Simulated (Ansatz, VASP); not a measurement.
CaTiC6N6: VASP beside Ansatz

File INCAR:

```
PREC     = Accurate       # precision mode
ENCUT    = 520            # plane-wave cutoff, eV
EDIFF    = 1E-6           # SCF threshold, eV
ISMEAR   = 0              # smearing method
SIGMA    = 0.1            # smearing width, eV
LREAL    = False          # projectors in reciprocal space
LASPH    = True           # aspherical terms in the spheres
NELM     = 150            # most SCF steps
ALGO     = Normal         # electronic algorithm
ISIF     = 2              # what is computed and relaxed
LWAVE    = False          # write WAVECAR
LCHARG   = False          # write CHGCAR
ISPIN    = 2              # spin polarisation
MAGMOM   = 0 1 0 0 0 0 0 0 0 0 0 0 0 0 # initial moments
LORBIT   = 11             # projections on sites
LMAXMIX  = 4              # l up to which the mixer works
GGA      = PE             # functional
NBANDS   = 55             # bands
```

Contents of KPOINTS:

```
Automatic mesh
0
Gamma
  4 4 4
```

File POSCAR:

```
CaTiC6N6
1.0
    0.0000000000      5.3060000000      5.3060000000
    5.3060000000      0.0000000000      5.3060000000
    5.3060000000      5.3060000000      0.0000000000
Ca Ti C N
1 1 6 6
Direct
    0.0000000000      0.0000000000      0.0000000000
    0.5000000000      0.5000000000      0.5000000000
    0.8015454200      0.1984545800      0.1984545800
    0.1984545800      0.8015454200      0.1984545800
    0.1984545800      0.1984545800      0.8015454200
    0.1984545800      0.8015454200      0.8015454200
    0.8015454200      0.1984545800      0.8015454200
    0.8015454200      0.8015454200      0.1984545800
    0.6912928800      0.3087071200      0.3087071200
    0.3087071200      0.6912928800      0.3087071200
    0.3087071200      0.3087071200      0.6912928800
    0.3087071200      0.6912928800      0.6912928800
    0.6912928800      0.3087071200      0.6912928800
    0.6912928800      0.6912928800      0.3087071200
```

Input for Ansatz:

```yaml
crystal:
  lattice:
    - [0.0, 5.306, 5.306]
    - [5.306, 0.0, 5.306]
    - [5.306, 5.306, 0.0]
  atoms:
    - { symbol: Ca, position: [0.0, 0.0, 0.0] }
    - { symbol: Ti, position: [0.5, 0.5, 0.5], spin: 1.0 }
    - { symbol: C, position: [0.80154542, 0.19845458, 0.19845458] }
    - { symbol: C, position: [0.19845458, 0.80154542, 0.19845458] }
    - { symbol: C, position: [0.19845458, 0.19845458, 0.80154542] }
    - { symbol: C, position: [0.19845458, 0.80154542, 0.80154542] }
    - { symbol: C, position: [0.80154542, 0.19845458, 0.80154542] }
    - { symbol: C, position: [0.80154542, 0.80154542, 0.19845458] }
    - { symbol: "N", position: [0.69129288, 0.30870712, 0.30870712] }
    - { symbol: "N", position: [0.30870712, 0.69129288, 0.30870712] }
    - { symbol: "N", position: [0.30870712, 0.30870712, 0.69129288] }
    - { symbol: "N", position: [0.30870712, 0.69129288, 0.69129288] }
    - { symbol: "N", position: [0.69129288, 0.30870712, 0.69129288] }
    - { symbol: "N", position: [0.69129288, 0.69129288, 0.30870712] }
basis:
  ecutwfc: 420
kpoints:
  mp_grid: { grid: [4, 4, 4] }
hamiltonian:
  xc: pbe
scf:
  occupations: { method: gaussian, width: 0.1 }
  lower_state_search: "off"
output:
  forces: true
  stress: true
  eigenvalues: true
  populations: true
magnetization:
  spin_polarized: true
```

Alike in both runs: task single point; functional PBE; k mesh 4 × 4 × 4; occupations gaussian, width 0.1 eV; collinear spin.

|  | VASP | Ansatz |
| --- | --- | --- |
| version | VASP 6.6.1 | Ansatz 0.2.0 |
| potentials or method | VASP PAW PBE potentials, release 64 (Ca_sv, Ti_sv, C, N), cutoff 520 eV | scalar-relativistic, plane waves, PAW |
| valence electrons in the cell | 76 | 76 |

VASP gave:

```
gap on the k mesh at the Fermi level (eV) : 1.43
least direct gap on the mesh (eV)         : 1.43
pressure (GPa)                            : 12.8
rms of the force components (eV/Å)        : 1.417
net moment per atom (μB)                  : 0.00
```

Task: Estimate Ansatz's values.

Result: gap on the k mesh at the Fermi level (eV): 1.46; least direct gap on the mesh (eV): 1.46; pressure (GPa): 12.3; rms of the force components (eV/Å): 1.510; net moment per atom (μB): 0.00.

Atom by atom the forces differ by 0.193 eV/Å (rms over components). Ansatz's warnings: seeded moment not kept.

Noted on VASP's run: the standard files for N, O and F lose accuracy on very short bonds.
